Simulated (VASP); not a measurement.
# Mo2F3 (Pm-3m) in VASP: single point with PBE

Aim: the single point of Mo2F3 with PBE.

All numbers are computed with VASP 6.6.1; they aren't measurements. Logs are shortened: lines on timing, memory, paths and dates and some standing lists are left out, and cuts for length are marked.

## (1) The cell of the first run

Symmetry: Pm-3m, No. 221, cubic system. Conventional cell: a = 4.337 Å, b = 4.337 Å, c = 4.337 Å, α = 90.00°, β = 90.00°, γ = 90.00°. Within 4.0 Å of Mo (site symmetry m-3m) lie 12 F at 3.07 Å and 8 Mo at 3.76 Å. Within 2.9 Å of Mo (site symmetry m-3m) lie 6 F at 2.17 Å. F (site symmetry 4/mmm) has 2 Mo at 2.17 Å within 2.9 Å.

The cell was generated, and may not be a known phase.

## (2) Single point, PBE, collinear spin

The input, INCAR:

```
PREC = Accurate
ENCUT = 520
EDIFF = 1E-7
ISMEAR = 0
SIGMA = 0.1
LREAL = F
LASPH = T
NELM = 150
ALGO = Normal
ISIF = 2
LWAVE = F
LCHARG = T
ISPIN = 2
MAGMOM = 4.4 -2.28 0 0 0
LORBIT = 11
LMAXMIX = 4
GGA = PE
LELF = T
LVHAR = T
NBANDS = 36
```

The input, KPOINTS:

```
Automatic mesh
0
Gamma
  10 10 10
```

The input, POSCAR:

```
Mo2F3
1.0
    4.3371522631      0.0000000000      0.0000000000
    0.0000000000      4.3371522631      0.0000000000
    0.0000000000      0.0000000000      4.3371522631
Mo F
2 3
Direct
    0.5000000000      0.5000000000      0.5000000000
    0.0000000000      0.0000000000      0.0000000000
    0.5000000000      0.0000000000      0.0000000000
    0.0000000000      0.5000000000      0.0000000000
    0.0000000000      0.0000000000      0.5000000000
```

Potentials or basis: VASP PAW PBE potentials, release 64 (Mo_sv, F).

Started as:

```
$ cat potpaw_PBE.64/Mo_sv/POTCAR potpaw_PBE.64/F/POTCAR > POTCAR
$ mpirun -np 1 vasp_std > vasp.out
```

OUTCAR:

```text
PREC = Accurate
   ENCUT = 520
   EDIFF = 1E-7
   ISMEAR = 0
   LREAL = F
   LASPH = T
   NELM = 150
   ISIF = 2
   ISPIN = 2
   LORBIT = 11
   GGA = PE

 ion  position               nearest neighbor table
   1  0.500  0.500  0.500-
   2  0.000  0.000  0.000-   3 2.17   4 2.17   5 2.17   5 2.17   4 2.17   3 2.17
   3  0.500  0.000  0.000-   2 2.17   2 2.17
   4  0.000  0.500  0.000-   2 2.17   2 2.17
   5  0.000  0.000  0.500-   2 2.17   2 2.17

  LATTYP: Found a simple cubic cell.
 ALAT       =     4.3371522631

  Lattice vectors:

 A1 = (   4.3371522631,   0.0000000000,   0.0000000000)
 A2 = (   0.0000000000,   4.3371522631,   0.0000000000)
 A3 = (   0.0000000000,   0.0000000000,   4.3371522631)

Analysis of symmetry for initial positions (statically):
=====================================================================
 Subroutine PRICEL returns:
 Original cell was already a primitive cell.

 Routine SETGRP: Setting up the symmetry group for a
 simple cubic supercell.

 Subroutine GETGRP returns: Found 48 space group operations
 (whereof 48 operations were pure point group operations)
 out of a pool of 48 trial point group operations.

The static configuration has the point symmetry O_h .

Analysis of symmetry for dynamics (positions and initial velocities):
=====================================================================
 Subroutine PRICEL returns:
 Original cell was already a primitive cell.

 Routine SETGRP: Setting up the symmetry group for a
 simple cubic supercell.

 Subroutine GETGRP returns: Found 48 space group operations
 (whereof 48 operations were pure point group operations)
 out of a pool of 48 trial point group operations.

The dynamic configuration has the point symmetry O_h .

Analysis of structural, dynamic, and magnetic symmetry:
=====================================================================
 Subroutine PRICEL returns:
 Original cell was already a primitive cell.

 Routine SETGRP: Setting up the symmetry group for a
 simple cubic supercell.

 Subroutine GETGRP returns: Found 48 space group operations
 (whereof 48 operations were pure point group operations)
 out of a pool of 48 trial point group operations.

The overall configuration has the point symmetry O_h .

 Subroutine INISYM returns: Found 48 space group operations
 (whereof 48 operations are pure point group operations),
 and found     1 'primitive' translations

----------------------------------------------------------------------------------------

                                     Primitive cell

  volume of cell :      81.5857

  direct lattice vectors                    reciprocal lattice vectors
     4.337152263  0.000000000  0.000000000     0.230566035  0.000000000  0.000000000
     0.000000000  4.337152263  0.000000000     0.000000000  0.230566035  0.000000000
     0.000000000  0.000000000  4.337152263     0.000000000  0.000000000  0.230566035

  length of vectors
     4.337152263  4.337152263  4.337152263     0.230566035  0.230566035  0.230566035

  position of ions in fractional coordinates (direct lattice)
     0.500000000  0.500000000  0.500000000
     0.000000000  0.000000000  0.000000000
     0.500000000  0.000000000  0.000000000
     0.000000000  0.500000000  0.000000000
     0.000000000  0.000000000  0.500000000

  ion indices of the primitive-cell ions
   primitive index   ion index
                 1           1
                 2           2
                 3           3
                 4           4
                 5           5

----------------------------------------------------------------------------------------

 KPOINTS: Automatic mesh

Automatic generation of k-mesh.
 Grid dimensions read from file:
 generate k-points for:   10   10   10

 Generating k-lattice:

  Cartesian coordinates                     Fractional coordinates (reciprocal lattice)
     0.023056603  0.000000000  0.000000000     0.100000000  0.000000000  0.000000000
     0.000000000  0.023056603  0.000000000     0.000000000  0.100000000  0.000000000
     0.000000000  0.000000000  0.023056603     0.000000000  0.000000000  0.100000000

  Length of vectors
     0.023056603  0.023056603  0.023056603

  Shift w.r.t. Gamma in fractional coordinates (k-lattice)
     0.000000000  0.000000000  0.000000000

 Subroutine IBZKPT returns following result:
 ===========================================

 Found     56 irreducible k-points:

 Following reciprocal coordinates:
            Coordinates               Weight
  0.000000  0.000000  0.000000      1.000000
  0.100000  0.000000  0.000000      6.000000
  0.200000  0.000000  0.000000      6.000000
  0.300000  0.000000  0.000000      6.000000
  0.400000  0.000000  0.000000      6.000000
  0.500000  0.000000  0.000000      3.000000
[... 16 lines left out ...]
  0.200000  0.100000  0.100000     24.000000
  0.300000  0.100000  0.100000     24.000000
 [... further k-points ...]
   k-points           NKPTS =     56   k-points in BZ     NKDIM =     56   number of bands    NBANDS=     36
   number of dos      NEDOS =    301   number of ions     NIONS =      5
   total plane-waves  NPLWV =  32768
   dimension x,y,z NGX =    32 NGY =   32 NGZ =   32
   dimension x,y,z NGXF=    64 NGYF=   64 NGZF=   64
   ions per type =               2   3
   NGX,Y,Z   is equivalent  to a cutoff of  12.27, 12.27, 12.27 a.u.
   NGXF,Y,Z  is equivalent  to a cutoff of  24.53, 24.53, 24.53 a.u.
 SYSTEM =  unknown system
   PREC   = accura    normal or accurate (medium, high low for compatibility)
   ISTART =      0    job   : 0-new  1-cont  2-samecut
   ICHARG =      2    charge: 1-file 2-atom 10-const
   ISPIN  =      2    spin polarized calculation?
   LNONCOLLINEAR =      F non collinear calculations
   LSORBIT =      F    spin-orbit coupling
   LASPH  =      T    aspherical Exc in radial PAW
   ENCUT  =  520.0 eV  38.22 Ry    6.18 a.u.   8.06  8.06  8.06*2*pi/ulx,y,z
   NELM   =    150;   NELMIN=  2; NELMDL= -5     # of ELM steps
   EDIFF  = 0.1E-06   stopping-criterion for ELM
   LREAL  =      F    real-space projection
   EDIFFG = 0.1E-05   stopping-criterion for IOM
   NSW    =      0    number of steps for IOM
   IBRION =     -1    ionic relax: 0-MD 1-quasi-New 2-CG
   NFREE  =      0    steps in history (QN), initial steepest desc. (CG)
   ISIF   =      2    stress and relaxation
   ISYM   =      2    0-nonsym 1-usesym 2-fastsym
   POTIM  = 0.5000    time-step for ionic-motion
   TEBEG  =    0.0;   TEEND  =   0.0 temperature during run
   PSTRESS=    0.0 pullay stress
   NELECT =      49.0000    total number of electrons
   NUPDOWN=      -1.0000    fix difference up-down
   EMIN   =  10.00;   EMAX   =-10.00  energy-range for DOS
   EFERMI =   0.00;   METHOD = LEGACY
   ISMEAR =     0;   SIGMA  =   0.10  broadening in eV -4-tet -1-fermi 0-gaus
   EFERMI_NEDOS =   21; number of points for ismear=-14 and -15
   IALGO  =     38    algorithm
   IMIX   =      4    mixing-type and parameters
     AMIX     =   0.40;   BMIX     =  1.00
     AMIX_MAG =   1.60;   BMIX_MAG =  1.00
  volume/ion in A,a.u.               =      16.32       110.11
  Fermi-wavevector in a.u.,A,eV,Ry     =   1.381239  2.610163 25.957486  1.907821
  Thomas-Fermi vector in A             =   2.506042
   LORBIT       =     11    0 simple, 1 ext, 2 COOP (PROOUT), +10 PAW based schemes
   GGA     = PE    functional components
   LHFCALC =     F    Hartree Fock is set to
   AEXX    =    0.0000 exact exchange contribution
   IVDW    =     0    specifies the selected vdW correction
   LEPSILON=     F    determine dielectric tensor
   LRPA    =     F    only Hartree local field effects (RPA)
 spin polarized calculation
 Gauss-broadening in eV      SIGMA  =   0.10
  energy-cutoff  :      520.00
  volume of cell :       81.59
 maximum number of plane-waves:      2272
   NGX = 17   NGY = 17   NGZ = 17

 number of electron      48.9999955 magnetization       1.7338725

 Free energy of the ion-electron system (eV)
  ---------------------------------------------------
  ext. energy  EPLUGINS =         0.00000000
  ---------------------------------------------------
  free energy    TOTEN  =       -29.78397392 eV

  energy without entropy =      -29.77530664  energy(sigma->0) =      -29.77964028

 E-fermi :   5.7809     XC(G=0):  -9.9871

 val. band max:        5.7740063018   @ k =   0.5000   0.2000   0.1000
 cond. band min:       5.8010463552   @ k =   0.3000   0.3000   0.1000
 fundamental gap:      0.0270400534
 Fermi energy:         5.7808937046

 spin component 1

 k-point     1 :       0.0000    0.0000    0.0000
  band No.  band energies     occupation
      1     -55.9522      1.00000
      2     -55.3522      1.00000
      3     -30.2317      1.00000
      4     -30.2317      1.00000
      5     -30.2317      1.00000
      6     -29.3516      1.00000
[... 28 lines left out ...]
     35      13.3921      0.00000
     36      15.1834      0.00000
[... 866 lines left out ...]
      6     -29.3957      1.00000
[... 28 lines left out ...]
     35      14.3801      0.00000
     36      15.9636      0.00000

 [... further k-points ...]

 spin component 2

 k-point     1 :       0.0000    0.0000    0.0000
  band No.  band energies     occupation
      1     -57.3482      1.00000
      2     -53.3485      1.00000
      3     -31.5481      1.00000
      4     -31.5481      1.00000
      5     -31.5481      1.00000
      6     -27.3302      1.00000
[... 28 lines left out ...]
     35      13.3104      0.00000
     36      16.4413      0.00000
[... 866 lines left out ...]
      6     -27.3348      1.00000
[... 28 lines left out ...]
     35      14.6802      0.00000
     36      16.7022      0.00000

 [... further k-points ...]

------------------------ aborting loop because EDIFF is reached ----------------------------------------

  FORCE on cell =-STRESS in cart. coord.  units (eV):
  Direction    XX          YY          ZZ          XY          YZ          ZX
  --------------------------------------------------------------------------------------
  -------------------------------------------------------------------------------------
  Total        0.0086990      0.0086990      0.0086990     -0.0000000      0.0000000     -0.0000000
  in kB        0.1708316      0.1708316      0.1708316     -0.0000000      0.0000000     -0.0000000
  external PRESSURE =       0.1708316 kB  Pullay stress =       0.0000000 kB

 VOLUME and BASIS-vectors are now :
 -----------------------------------------------------------------------------
  energy-cutoff  :      520.00
  volume of cell :       81.59
      direct lattice vectors                 reciprocal lattice vectors
     4.337152263  0.000000000  0.000000000     0.230566035  0.000000000  0.000000000
     0.000000000  4.337152263  0.000000000     0.000000000  0.230566035  0.000000000
     0.000000000  0.000000000  4.337152263     0.000000000  0.000000000  0.230566035

 POSITION                                       TOTAL-FORCE (eV/Angst)
 -----------------------------------------------------------------------------------
      2.16858      2.16858      2.16858         0.000000      0.000000      0.000000
      0.00000      0.00000      0.00000         0.000000      0.000000      0.000000
      2.16858      0.00000      0.00000         0.000000      0.000000      0.000000
      0.00000      2.16858      0.00000         0.000000      0.000000      0.000000
      0.00000      0.00000      2.16858         0.000000      0.000000      0.000000
 -----------------------------------------------------------------------------------
    total drift:                                0.000000      0.000000     -0.000000

  FREE ENERGIE OF THE ION-ELECTRON SYSTEM (eV)
  ---------------------------------------------------
  free  energy   TOTEN  =       -29.7839739176 eV

  energy  without entropy=      -29.7753066439  energy(sigma->0) =      -29.77964028

 total charge

# of ion       s       p       d       tot
------------------------------------------
    1        2.141   5.967   4.043  12.151
    2        2.169   6.082   3.729  11.981
    3        1.746   4.320   0.000   6.066
    4        1.746   4.320   0.000   6.066
    5        1.746   4.320   0.000   6.066
--------------------------------------------------
tot          9.548  25.010   7.772  42.330

 magnetization (x)

# of ion       s       p       d       tot
------------------------------------------
    1        0.092   0.022   3.947   4.061
    2       -0.027  -0.018  -2.876  -2.921
    3        0.001  -0.008   0.000  -0.007
    4        0.001  -0.008   0.000  -0.007
    5        0.001  -0.008   0.000  -0.007
--------------------------------------------------
tot          0.069  -0.020   1.070   1.119
```

It took 4.8 min on 1 thread of Intel Xeon 8259CL, shared host; peak memory 0.35 GiB.

Results:

* Free energy: -29.7840 eV
* Pressure: 0.0 GPa
* Net moment: 1.73 μB per cell
* Site moments: Mo +4.06, -2.92; F -0.01 μB
* Valence electrons inside the program's atomic spheres: Mo 12.15, 11.98; F 6.07
